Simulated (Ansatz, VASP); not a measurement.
SnO2 in VASP and in Ansatz

Contents of INCAR:

```
PREC = Accurate
ENCUT = 520
EDIFF = 1E-6
ISMEAR = 0
SIGMA = 0.05
LREAL = F
LASPH = T
NELM = 80
ALGO = Normal
ISIF = 2
LWAVE = F
LCHARG = F
GGA = PS
NBANDS = 64
```

File KPOINTS:

```
regular mesh
0
Gamma
  6 6 6
```

The input POSCAR:

```
SnO2
1.0
    3.0602223060      1.7668201722      4.4709847890
   -3.0602223060      1.7668201722      4.4709847890
    0.0000000000     -3.5336403442      4.4709847890
Sn O
4 8
Direct
    0.8646807174      0.8646807174      0.8646807174
    0.3648245829      0.3648245829      0.8648190111
    0.3648245829      0.8648190111      0.3648245829
    0.8648190111      0.3648245829      0.3648245829
    0.1235003534      0.6233501671      0.6233501671
    0.6233501671      0.1235003534      0.6233501671
    0.6233501671      0.6233501671      0.1235003534
    0.6062113146      0.6062113146      0.6062113146
    0.1234715296      0.1234715296      0.1234715296
    0.1060883083      0.1060883083      0.6062369573
    0.1060883083      0.6062369573      0.1060883083
    0.6062369573      0.1060883083      0.1060883083
```

Input for Ansatz:

```yaml
crystal:
  lattice:
    - [3.060222306, 1.7668201722, 4.470984789]
    - [-3.060222306, 1.7668201722, 4.470984789]
    - [0.0, -3.5336403442, 4.470984789]
  atoms:
    - { symbol: Sn, position: [0.8646807174, 0.8646807174, 0.8646807174] }
    - { symbol: Sn, position: [0.3648245829, 0.3648245829, 0.8648190111] }
    - { symbol: Sn, position: [0.3648245829, 0.8648190111, 0.3648245829] }
    - { symbol: Sn, position: [0.8648190111, 0.3648245829, 0.3648245829] }
    - { symbol: O, position: [0.1235003534, 0.6233501671, 0.6233501671] }
    - { symbol: O, position: [0.6233501671, 0.1235003534, 0.6233501671] }
    - { symbol: O, position: [0.6233501671, 0.6233501671, 0.1235003534] }
    - { symbol: O, position: [0.6062113146, 0.6062113146, 0.6062113146] }
    - { symbol: O, position: [0.1234715296, 0.1234715296, 0.1234715296] }
    - { symbol: O, position: [0.1060883083, 0.1060883083, 0.6062369573] }
    - { symbol: O, position: [0.1060883083, 0.6062369573, 0.1060883083] }
    - { symbol: O, position: [0.6062369573, 0.1060883083, 0.1060883083] }
basis:
  ecutwfc: 520.0
kpoints:
  mp_grid: { grid: [6, 6, 6] }
hamiltonian:
  xc: pbesol
  pseudopotentials: { kind: paw, azcp: { folder: soft_1 } }
scf:
  occupations: { method: gaussian, width: 0.05 }
output:
  forces: true
  stress: true
  eigenvalues: true
```

Alike in both runs: task single point; functional PBEsol; k mesh 6 × 6 × 6; occupations gaussian, width 0.05 eV; no spin polarisation.

```csv
,VASP,Ansatz
version,VASP 6.6.1,Ansatz 0.2.0
potentials or method,"VASP PAW PBE potentials, release 64 (Sn_d, O), cutoff 520 eV","scalar-relativistic, plane waves, PAW"
valence electrons in the cell,104,104
```

|  | VASP | Ansatz | Ansatz less VASP |
| --- | --- | --- | --- |
| gap on the k mesh at the Fermi level (eV) | 2.80 | 2.82 | +0.017 |
| least direct gap on the mesh (eV) | 2.80 | 2.82 | +0.017 |
| pressure (GPa) | 23.4 | 22.3 | -1.12 |
| traceless stress, the component that is largest in VASP (GPa) | -12.56 | -11.94 | +0.622 |
| rms of the force components (eV/Å) | 0.514 | 0.472 | -0.0417 |

VASP's potentials were made for PBE, not for PBEsol, and Ansatz warns of the same on its side. Atom by atom the forces differ by 0.042 eV/Å (rms over components).
